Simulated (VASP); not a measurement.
Set up this calculation in VASP 6.6.1, as the native input.

* Task: relaxation of cell and atoms
* Functional: PBE
* Potentials or basis: VASP PAW PBE potentials, release 64 (Sr_sv)
* Cutoff: 600 eV
* k mesh: 16 × 16 × 16
* Occupations: gaussian, width 0.1 eV
* Spin: no spin polarisation
* Target pressure: 50 GPa
* Dipole correction: no
* Further INCAR settings: ALGO = Normal; EDIFF = 1e-06; IBRION = 2; EDIFFG = -0.008; NSW = 70; ISIF = 3

The structure of Sr lies in POSCAR:

```
Sr
1.0
    0.0000000000      2.2964318623      2.2964318623
    2.2964318623      0.0000000000      2.2964318623
    2.2964318623      2.2964318623      0.0000000000
Sr
1
Direct
    0.0000000000      0.0000000000      0.0000000000
```

The input as run:

INCAR

```
SYSTEM = Sr
ALGO     = Normal         ! electronic algorithm
EDIFF    = 1E-6           ! SCF threshold, eV
EDIFFG   = -0.008         ! ionic threshold
ENCUT    = 600            ! plane-wave cutoff, eV
GGA      = PE             ! functional
IBRION   = 2              ! ionic algorithm
ISIF     = 3              ! what is computed and relaxed
ISMEAR   = 0              ! smearing method
LASPH    = .True.         ! aspherical terms in the spheres
LCHARG   = .False.        ! write CHGCAR
LREAL    = .False.        ! projectors in reciprocal space
LWAVE    = .False.        ! write WAVECAR
NELM     = 100            ! most SCF steps
NSW      = 70             ! ionic steps
PREC     = Accurate       ! precision mode
PSTRESS  = 500.0        
SIGMA    = 0.1            ! smearing width, eV
```

KPOINTS

```
k-points
0
Gamma
  16 16 16
  0 0 0
```

Potentials or basis: VASP PAW PBE potentials, release 64 (Sr_sv).

Run with:

```bash
$ cat potpaw_PBE.64/Sr_sv/POTCAR > POTCAR
$ mpirun -np 1 vasp_std > vasp.out
```

Results of the run:

The relaxed volume is 19.76 Å³/atom. The relaxed cell is a = 3.035 Å, b = 3.035 Å, c = 3.035 Å, α = 60.00°, β = 60.00°, γ = 60.00°, the space group after relaxing (to 0.1 Å) is Fm-3m (No. 225) and the energy change on relaxing (the run minimises the enthalpy) is +1098.9 meV/atom. The ionic steps are 6, the pressure after relaxing is 49.9 GPa and the band gap on the k mesh is zero (bands 5 and 6 overlap by 2.39 eV).

Caveat: the cell is relaxed towards a set pressure, so the run minimises the enthalpy, not the energy; the volume moved by over 15 % at a fixed basis, so the end points are rough.

It took 70 s on 1 thread of Intel(R) Xeon(R) 6975P-C (Granite Rapids) (shared host), peak memory 0.21 GiB.
